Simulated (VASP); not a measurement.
# Fe (Im-3m) in VASP: further runs

Runs on Fe. Level: r2SCAN. Tasks: single point.

All numbers are computed with VASP 6.6.1; they aren't measurements. Logs are shortened: lines on timing, memory, paths and dates and some standing lists are left out, and cuts for length are marked.

**1. The cell of the first run**

Symmetry: Im-3m, No. 229, cubic system. Conventional cell: a = 2.869 Å, b = 2.869 Å, c = 2.869 Å, α = 90.00°, β = 90.00°, γ = 90.00°. Fe (site symmetry m-3m) has 14 Fe at 2.48 to 2.87 Å within 3.3 Å.

**2. Single point, r2SCAN, collinear spin, ferromagnetic start**

POSCAR

```
Fe
1.0
   -1.4345540696      1.4345540696      1.4345540696
    1.4345540696     -1.4345540696      1.4345540696
    1.4345540696      1.4345540696     -1.4345540696
Fe
1
Direct
    0.0000000000      0.0000000000      0.0000000000
```

INCAR.step1

```
  PREC = Accurate
  ENCUT = 520
  ISMEAR = -1
  SIGMA = 0.6
  LREAL = False
  LASPH = True
  NELM = 150
  ISPIN = 2
  MAGMOM = 2.804
  LMAXMIX = 4
  NBANDS = 14
  GGA = PE
  ALGO = Normal
  EDIFF = 1E-4
  LWAVE = True
  LCHARG = False
```

INCAR.step2

```
  PREC = Accurate
  ENCUT = 520
  EDIFF = 1E-6
  ISMEAR = -1
  SIGMA = 0.6
  LREAL = False
  LASPH = True
  NELM = 150
  ALGO = Normal
  ISIF = 2
  LWAVE = False
  LCHARG = True
  ISPIN = 2
  MAGMOM = 2.804
  LORBIT = 11
  LMAXMIX = 4
  METAGGA = R2SCAN
  LMIXTAU = True
  LELF = True
  LVHAR = True
  NBANDS = 14
  ISTART = 1
```

KPOINTS

```
regular mesh
0
Gamma
  15 15 15
```

Potentials or basis: VASP PAW PBE potentials, release 64 (Fe).

Command:

```console
cat potpaw_PBE.64/Fe/POTCAR > POTCAR
cp INCAR.step1 INCAR
mpirun -np 1 vasp_std > vasp.out
cp INCAR.step2 INCAR
mpirun -np 1 vasp_std > vasp.out
```

OUTCAR:

```text
PREC = Accurate
   ENCUT = 520
   EDIFF = 1E-6
   ISMEAR = -1
   LREAL = False
   LASPH = True
   NELM = 150
   ISIF = 2
   ISPIN = 2
   LORBIT = 11
   METAGGA = R2SCAN
   ISTART = 1

 ion  position               nearest neighbor table
   1  0.000  0.000  0.000-

  LATTYP: Found a body centered cubic cell.
 ALAT       =     2.8691081392

  Lattice vectors:

 A1 = (  -1.4345540696,   1.4345540696,   1.4345540696)
 A2 = (   1.4345540696,  -1.4345540696,   1.4345540696)
 A3 = (   1.4345540696,   1.4345540696,  -1.4345540696)

Analysis of symmetry for initial positions (statically):
=====================================================================
 Subroutine PRICEL returns:
 Original cell was already a primitive cell.

 Routine SETGRP: Setting up the symmetry group for a
 body centered cubic supercell.

 Subroutine GETGRP returns: Found 48 space group operations
 (whereof 48 operations were pure point group operations)
 out of a pool of 48 trial point group operations.

The static configuration has the point symmetry O_h .

Analysis of symmetry for dynamics (positions and initial velocities):
=====================================================================
 Subroutine PRICEL returns:
 Original cell was already a primitive cell.

 Routine SETGRP: Setting up the symmetry group for a
 body centered cubic supercell.

 Subroutine GETGRP returns: Found 48 space group operations
 (whereof 48 operations were pure point group operations)
 out of a pool of 48 trial point group operations.

The dynamic configuration has the point symmetry O_h .

Analysis of structural, dynamic, and magnetic symmetry:
=====================================================================
 Subroutine PRICEL returns:
 Original cell was already a primitive cell.

 Routine SETGRP: Setting up the symmetry group for a
 body centered cubic supercell.

 Subroutine GETGRP returns: Found 48 space group operations
 (whereof 48 operations were pure point group operations)
 out of a pool of 48 trial point group operations.

The overall configuration has the point symmetry O_h .

 Subroutine INISYM returns: Found 48 space group operations
 (whereof 48 operations are pure point group operations),
 and found     1 'primitive' translations

----------------------------------------------------------------------------------------

                                     Primitive cell

  volume of cell :      11.8089

  direct lattice vectors                    reciprocal lattice vectors
    -1.434554070  1.434554070  1.434554070     0.000000000  0.348540366  0.348540366
     1.434554070 -1.434554070  1.434554070     0.348540366  0.000000000  0.348540366
     1.434554070  1.434554070 -1.434554070     0.348540366  0.348540366  0.000000000

  length of vectors
     2.484720535  2.484720535  2.484720535     0.492910512  0.492910512  0.492910512

  position of ions in fractional coordinates (direct lattice)
     0.000000000  0.000000000  0.000000000

  ion indices of the primitive-cell ions
   primitive index   ion index
                 1           1

----------------------------------------------------------------------------------------

 KPOINTS: regular mesh

Automatic generation of k-mesh.
 Grid dimensions read from file:
 generate k-points for:   15   15   15

 Generating k-lattice:

  Cartesian coordinates                     Fractional coordinates (reciprocal lattice)
     0.000000000  0.023236024  0.023236024     0.066666667  0.000000000  0.000000000
     0.023236024  0.000000000  0.023236024     0.000000000  0.066666667  0.000000000
     0.023236024  0.023236024  0.000000000     0.000000000  0.000000000  0.066666667

  Length of vectors
     0.032860701  0.032860701  0.032860701

  Shift w.r.t. Gamma in fractional coordinates (k-lattice)
     0.000000000  0.000000000  0.000000000

 Subroutine IBZKPT returns following result:
 ===========================================

 Found    120 irreducible k-points:

 Following reciprocal coordinates:
            Coordinates               Weight
  0.000000  0.000000  0.000000      1.000000
  0.066667  0.000000  0.000000     12.000000
  0.133333  0.000000  0.000000     12.000000
  0.200000  0.000000  0.000000     12.000000
  0.266667  0.000000  0.000000     12.000000
  0.333333  0.000000  0.000000     12.000000
[... 16 lines left out ...]
  0.333333  0.200000  0.000000     48.000000
  0.400000  0.200000  0.000000     24.000000
 [... further k-points ...]
   k-points           NKPTS =    120   k-points in BZ     NKDIM =    120   number of bands    NBANDS=     14
   number of dos      NEDOS =    301   number of ions     NIONS =      1
   total plane-waves  NPLWV =   5832
   dimension x,y,z NGX =    18 NGY =   18 NGZ =   18
   dimension x,y,z NGXF=    36 NGYF=   36 NGZF=   36
   ions per type =               1
   NGX,Y,Z   is equivalent  to a cutoff of  12.04, 12.04, 12.04 a.u.
   NGXF,Y,Z  is equivalent  to a cutoff of  24.09, 24.09, 24.09 a.u.
 SYSTEM =  unknown system
   PREC   = accura    normal or accurate (medium, high low for compatibility)
   ISTART =      1    job   : 0-new  1-cont  2-samecut
   ICHARG =      0    charge: 1-file 2-atom 10-const
   ISPIN  =      2    spin polarized calculation?
   LNONCOLLINEAR =      F non collinear calculations
   LSORBIT =      F    spin-orbit coupling
   LASPH  =      T    aspherical Exc in radial PAW
   ENCUT  =  520.0 eV  38.22 Ry    6.18 a.u.   4.62  4.62  4.62*2*pi/ulx,y,z
   NELM   =    150;   NELMIN=  2; NELMDL=  0     # of ELM steps
   EDIFF  = 0.1E-05   stopping-criterion for ELM
   LREAL  =      F    real-space projection
   EDIFFG = 0.1E-04   stopping-criterion for IOM
   NSW    =      0    number of steps for IOM
   IBRION =     -1    ionic relax: 0-MD 1-quasi-New 2-CG
   NFREE  =      0    steps in history (QN), initial steepest desc. (CG)
   ISIF   =      2    stress and relaxation
   ISYM   =      2    0-nonsym 1-usesym 2-fastsym
   POTIM  = 0.5000    time-step for ionic-motion
   TEBEG  =    0.0;   TEEND  =   0.0 temperature during run
   PSTRESS=    0.0 pullay stress
   NELECT =       8.0000    total number of electrons
   NUPDOWN=      -1.0000    fix difference up-down
   EMIN   =  10.00;   EMAX   =-10.00  energy-range for DOS
   EFERMI =   0.00;   METHOD = LEGACY
   ISMEAR =    -1;   SIGMA  =   0.60  broadening in eV -4-tet -1-fermi 0-gaus
   EFERMI_NEDOS =   21; number of points for ismear=-14 and -15
   IALGO  =     38    algorithm
   IMIX   =      4    mixing-type and parameters
     AMIX     =   0.40;   BMIX     =  1.00
     AMIX_MAG =   1.60;   BMIX_MAG =  1.00
  volume/ion in A,a.u.               =      11.81        79.69
  Fermi-wavevector in a.u.,A,eV,Ry     =   1.437809  2.717065 28.127258  2.067295
  Thomas-Fermi vector in A             =   2.556846
   LORBIT       =     11    0 simple, 1 ext, 2 COOP (PROOUT), +10 PAW based schemes
   METAGGA = R2SCAN    functional components
   LHFCALC =     F    Hartree Fock is set to
   AEXX    =    0.0000 exact exchange contribution
   IVDW    =     0    specifies the selected vdW correction
   LEPSILON=     F    determine dielectric tensor
   LRPA    =     F    only Hartree local field effects (RPA)
 spin polarized calculation
  energy-cutoff  :      520.00
  volume of cell :       11.81
 maximum number of plane-waves:       333
   NGX =  9   NGY =  9   NGZ =  9

 number of electron       7.9999996 magnetization       2.4250850

 Free energy of the ion-electron system (eV)
  ---------------------------------------------------
  ext. energy  EPLUGINS =         0.00000000
  ---------------------------------------------------
  free energy    TOTEN  =       -14.88065737 eV

  energy without entropy =      -13.65525100  energy(sigma->0) =      -14.26795418

 E-fermi :   5.7639     XC(G=0): -14.0168

 val. band max:        5.7478686096   @ k =  -0.3333   0.3333   0.2000
 cond. band min:       5.8939764675   @ k =   0.0667   0.0667   0.0000
 fundamental gap:      0.1461078579
 Fermi energy:         5.7639324924

 spin component 1

 k-point     1 :       0.0000    0.0000    0.0000
  band No.  band energies     occupation
      1      -3.1446      1.00000
      2       2.6155      0.99477
      3       2.6156      0.99477
      4       2.6156      0.99477
      5       3.7611      0.96571
      6       3.7611      0.96571
      7      30.9701      0.00000
      8      30.9701      0.00000
      9      30.9701      0.00000
     10      35.8157      0.00000
     11      35.8157      0.00000
     12      37.6179      0.00000
     13      37.6179      0.00000
     14      37.6184      0.00000
[... 375 lines left out ...]
 k-point    24 :       0.4000    0.2000    0.0000
  band No.  band energies     occupation
      1       0.8748      0.99971
      2       1.7044      0.99885
      3       2.7291      0.99368
      4       3.8230      0.96213
      5       4.3120      0.91833
      6       9.0138      0.00442
      7      12.6345      0.00001
      8      18.0698      0.00000
      9      24.7166      0.00000
     10      31.8196      0.00000
     11      36.6600      0.00000
     12      39.5548      0.00000
     13      43.4642      0.00000
     14      50.0246      0.00000

 [... further k-points ...]

 spin component 2

 k-point     1 :       0.0000    0.0000    0.0000
  band No.  band energies     occupation
      1      -3.5167      1.00000
      2       5.5639      0.58259
      3       5.5639      0.58258
      4       5.5639      0.58257
      5       7.8455      0.03020
      6       7.8455      0.03020
      7      30.8044      0.00000
      8      30.8044      0.00000
      9      30.8044      0.00000
     10      36.5086      0.00000
     11      36.5087      0.00000
     12      39.2104      0.00000
     13      39.2104      0.00000
     14      39.2108      0.00000
[... 375 lines left out ...]
 k-point    24 :       0.4000    0.2000    0.0000
  band No.  band energies     occupation
      1       2.7661      0.99328
      2       4.1626      0.93516
      3       4.4874      0.89356
      4       7.5938      0.04523
      5       8.0807      0.02061
      6      10.7262      0.00026
      7      14.4641      0.00000
      8      19.0955      0.00000
      9      25.7050      0.00000
     10      32.4858      0.00000
     11      37.2862      0.00000
     12      40.9353      0.00000
     13      45.4354      0.00000
     14      50.8832      0.00000

 [... further k-points ...]

------------------------ aborting loop because EDIFF is reached ----------------------------------------

  FORCE on cell =-STRESS in cart. coord.  units (eV):
  Direction    XX          YY          ZZ          XY          YZ          ZX
  --------------------------------------------------------------------------------------
  -------------------------------------------------------------------------------------
  Total        0.1097614      0.1097614      0.1097614     -0.0000000     -0.0000000      0.0000000
  in kB       14.8918721     14.8918721     14.8918721     -0.0000000     -0.0000000      0.0000000
  external PRESSURE =      14.8918721 kB  Pullay stress =       0.0000000 kB

 VOLUME and BASIS-vectors are now :
 -----------------------------------------------------------------------------
  energy-cutoff  :      520.00
  volume of cell :       11.81
      direct lattice vectors                 reciprocal lattice vectors
    -1.434554070  1.434554070  1.434554070     0.000000000  0.348540366  0.348540366
     1.434554070 -1.434554070  1.434554070     0.348540366  0.000000000  0.348540366
     1.434554070  1.434554070 -1.434554070     0.348540366  0.348540366  0.000000000

 POSITION                                       TOTAL-FORCE (eV/Angst)
 -----------------------------------------------------------------------------------
      0.00000      0.00000      0.00000        -0.000000     -0.000000      0.000000
 -----------------------------------------------------------------------------------
    total drift:                                0.000000      0.000000      0.000000

  FREE ENERGIE OF THE ION-ELECTRON SYSTEM (eV)
  ---------------------------------------------------
  free  energy   TOTEN  =       -14.8806573658 eV

  energy  without entropy=      -13.6552509969  energy(sigma->0) =      -14.26795418

 total charge

# of ion       s       p       d       tot
------------------------------------------
    1        0.483   0.542   6.175   7.200

 magnetization (x)

# of ion       s       p       d       tot
------------------------------------------
    1       -0.005  -0.067   2.535   2.463
```

Run time: 4 min. Hardware: 1 thread of Intel Xeon Platinum 8259CL at 2.50GHz (Skylake/Cascade Lake), shared host; peak memory 0.15 GiB.

What came out:

| Item | Value |
| --- | --- |
| Free energy | -14.8807 eV |
| Pressure | 1.5 GPa |
| Net moment | 2.43 μB per cell |
| Site moments | Fe +2.46 μB |
| Valence electrons inside the program's atomic spheres | Fe 7.20 |

Levels at points of the mesh, in eV from the Fermi level:
Spin up:
| k point | band 1 | band 2 | band 3 | band 4 | band 5 | band 6 | band 7 | band 8 | band 9 | band 10 |
| --- | --- | --- | --- | --- | --- | --- | --- | --- | --- | --- |
| (0.00, 0.00, 0.00) | -8.91 | -3.15 | -3.15 | -3.15 | -2.00 | -2.00 | 25.21 | 25.21 | 25.21 | 30.05 |
Spin down:
```csv
k point,band 1,band 2,band 3,band 4,band 5,band 6,band 7
"(0.00, 0.00, 0.00)",-9.28,-0.20,-0.20,-0.20,2.08,2.08,25.04
```

Caveat: the PAW data sets were made with another functional, which shifts forces and pressure a little.

**3. Single point, r2SCAN, collinear spin, ferromagnetic start**

POSCAR is that of step 2.

INCAR.step1

```
SYSTEM = Fe
PREC = Accurate
ENCUT = 520
ISMEAR = -1
SIGMA = 1.0
LREAL = .FALSE.
LASPH = .TRUE.
NELM = 150
ISPIN = 2
MAGMOM = 2.804
LMAXMIX = 4
NBANDS = 14
GGA = PE
ALGO = Normal
EDIFF = 1E-4
LWAVE = .TRUE.
LCHARG = .FALSE.
```

INCAR.step2

```
SYSTEM = Fe
PREC = Accurate
ENCUT = 520
EDIFF = 1E-7
ISMEAR = -1
SIGMA = 1.0
LREAL = .FALSE.
LASPH = .TRUE.
NELM = 150
ALGO = Normal
ISIF = 2
LWAVE = .FALSE.
LCHARG = .FALSE.
ISPIN = 2
MAGMOM = 2.804
LORBIT = 11
LMAXMIX = 4
METAGGA = R2SCAN
LMIXTAU = .TRUE.
NBANDS = 14
ISTART = 1
```

KPOINTS

```
Automatic mesh
0
G
  15 15 15
  0 0 0
```

Potentials or basis: VASP PAW PBE potentials, release 64 (Fe).

Command:

```console
cat potpaw_PBE.64/Fe/POTCAR > POTCAR
cp INCAR.step1 INCAR
mpirun -np 1 vasp_std > vasp.out
cp INCAR.step2 INCAR
mpirun -np 1 vasp_std > vasp.out
```

Wall time 3 min (1 thread of Intel Xeon Platinum 8259CL at 2.50GHz (Skylake/Cascade Lake), shared host); peak memory 0.14 GiB.

It converged, with:

- Free energy: -16.1808 eV
- Pressure: 1.4 GPa
- Band gap on the k mesh: zero (filled and empty bands overlap)
- Net moment: 0.00 μB per cell
- Valence electrons inside the program's atomic spheres: Fe 7.21

Levels at points of the mesh, in eV from the Fermi level:
Spin up:
| k point | band 2 | band 3 | band 4 | band 5 | band 6 | band 7 |
| --- | --- | --- | --- | --- | --- | --- |
| (0.00, 0.00, 0.00) | -1.71 | -1.71 | -1.71 | -0.11 | -0.11 | 25.18 |
Spin down:
```
           k point  band 1  band 2  band 3  band 4  band 5  band 6  band 7  band 8
(0.00, 0.00, 0.00)   -9.03   -1.71   -1.71   -1.71   -0.10   -0.10   25.18   25.18
```

Caveat: the starting moments collapsed, and a magnetic state may lie lower; the PAW data sets were made with another functional, which shifts forces and pressure a little.

**4. Single point, r2SCAN, collinear spin, ferromagnetic start**

POSCAR is that of step 3.

INCAR.step1

```
SYSTEM = Fe
  PREC = Accurate
  ENCUT = 520
  ISMEAR = 0
  SIGMA = 0.01
  LREAL = .False.
  LASPH = .True.
  NELM = 150
  ISPIN = 2
  MAGMOM = 2.804
  LMAXMIX = 4
  NBANDS = 14
  GGA = PE
  ALGO = Normal
  EDIFF = 1E-4
  LWAVE = .True.
  LCHARG = .False.
```

INCAR.step2

```
SYSTEM = Fe
  PREC = Accurate
  ENCUT = 520
  EDIFF = 1E-6
  ISMEAR = 0
  SIGMA = 0.01
  LREAL = .False.
  LASPH = .True.
  NELM = 150
  ALGO = Normal
  ISIF = 2
  LWAVE = .False.
  LCHARG = .False.
  ISPIN = 2
  MAGMOM = 2.804
  LORBIT = 11
  LMAXMIX = 4
  METAGGA = R2SCAN
  LMIXTAU = .True.
  NBANDS = 14
  ISTART = 1
```

KPOINTS

```
Automatic mesh
0
Gamma
  15 15 15
  0 0 0
```

Potentials or basis: VASP PAW PBE potentials, release 64 (Fe).

Command:

```console
cat potpaw_PBE.64/Fe/POTCAR > POTCAR
cp INCAR.step1 INCAR
mpirun -np 1 vasp_std > vasp.out
cp INCAR.step2 INCAR
mpirun -np 1 vasp_std > vasp.out
```

OUTCAR:

```text
SYSTEM = Fe
   PREC = Accurate
   ENCUT = 520
   EDIFF = 1E-6
   ISMEAR = 0
   LREAL = .False.
   LASPH = .True.
   NELM = 150
   ISIF = 2
   ISPIN = 2
   LORBIT = 11
   METAGGA = R2SCAN
   ISTART = 1

 ion  position               nearest neighbor table
   1  0.000  0.000  0.000-

  LATTYP: Found a body centered cubic cell.
 ALAT       =     2.8691081392

  Lattice vectors:

 A1 = (  -1.4345540696,   1.4345540696,   1.4345540696)
 A2 = (   1.4345540696,  -1.4345540696,   1.4345540696)
 A3 = (   1.4345540696,   1.4345540696,  -1.4345540696)
[... 1023 lines left out ...]
  -------------------------------------------------------------------------------------
  Total       -0.0205847     -0.0205847     -0.0205847      0.0000000      0.0000000     -0.0000000
  in kB       -2.7928319     -2.7928319     -2.7928319      0.0000000      0.0000000     -0.0000000
  external PRESSURE =      -2.7928319 kB  Pullay stress =       0.0000000 kB

 VOLUME and BASIS-vectors are now :
 -----------------------------------------------------------------------------
  energy-cutoff  :      520.00
  volume of cell :       11.81
      direct lattice vectors                 reciprocal lattice vectors
    -1.434554070  1.434554070  1.434554070     0.000000000  0.348540366  0.348540366
     1.434554070 -1.434554070  1.434554070     0.348540366  0.000000000  0.348540366
     1.434554070  1.434554070 -1.434554070     0.348540366  0.348540366  0.000000000

 POSITION                                       TOTAL-FORCE (eV/Angst)
 -----------------------------------------------------------------------------------
      0.00000      0.00000      0.00000         0.000000      0.000000      0.000000
 -----------------------------------------------------------------------------------
    total drift:                                0.000000      0.000000      0.000000

  FREE ENERGIE OF THE ION-ELECTRON SYSTEM (eV)
  ---------------------------------------------------
  free  energy   TOTEN  =       -14.3600083748 eV

  energy  without entropy=      -14.3599717187  energy(sigma->0) =      -14.35999005

 total charge

# of ion       s       p       d       tot
------------------------------------------
    1        0.478   0.549   6.165   7.192

 magnetization (x)

# of ion       s       p       d       tot
------------------------------------------
    1       -0.011  -0.116   2.871   2.745
```

OUTCAR.step1:

```text
SYSTEM = Fe
   PREC = Accurate
   ENCUT = 520
   ISMEAR = 0
   LREAL = .False.
   LASPH = .True.
   NELM = 150
[... 1053 lines left out ...]
 -----------------------------------------------------------------------------------
      0.00000      0.00000      0.00000        -0.000000      0.000000      0.000000
 -----------------------------------------------------------------------------------
    total drift:                                0.000000      0.000000      0.000000

  FREE ENERGIE OF THE ION-ELECTRON SYSTEM (eV)
  ---------------------------------------------------
  free  energy   TOTEN  =        -8.2326340314 eV

  energy  without entropy=       -8.2325613878  energy(sigma->0) =       -8.23259771
```

Run time: 2.7 min. Hardware: 1 thread of Intel Xeon Platinum 8259CL at 2.50GHz (Skylake/Cascade Lake), shared host; peak memory 0.15 GiB.

Results:

* Free energy: -14.3600 eV
* Pressure: -0.3 GPa
* Net moment: 2.68 μB per cell
* Site moments: Fe +2.75 μB
* Valence electrons inside the program's atomic spheres: Fe 7.19

Caveat: the PAW data sets were made with another functional, which shifts forces and pressure a little.
